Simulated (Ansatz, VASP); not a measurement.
## Sc: VASP beside Ansatz

```
CELL_PARAMETERS angstrom
0.00000 3.23174 3.23174
3.23174 0.00000 3.23174
3.23174 3.23174 0.00000
ATOMIC_POSITIONS crystal
Sc 0.12500 0.12500 0.12500
Sc 0.87500 0.87500 0.87500
```

Alike in both runs: task relaxation of cell and atoms; functional LDA; k mesh 9 × 9 × 9; occupations fermi-dirac, width 0.1 eV; no spin polarisation.

|  | VASP | Ansatz |
| --- | --- | --- |
| version | VASP 6.6.1 | Ansatz 0.2.0 |
| potentials or method | VASP PAW LDA potentials, release 64 (Sc_sv), cutoff 600 eV | plane waves (420 eV) with PAW, scalar-relativistic |
| valence electrons in the cell | 22 | 22 |

VASP gave:

```
relaxed volume (Å³/atom)                                        : 27.41
relaxed length of the cell vector where the two differ most in proportion (Å) : 4.264
```

**Question.** Estimate Ansatz's values.

**Answer.** Relaxed volume (Å³/atom): 26.98; relaxed length of the cell vector where the two differ most in proportion (Å): 4.241.

Ansatz warns that its potentials were made for another functional, while VASP's fit it. LDA's correlation is that of Perdew and Zunger in VASP and of Perdew and Wang (1992) in Ansatz.

Noted on VASP's run: the volume moved by over 15 % at a fixed basis, so the end points are rough.
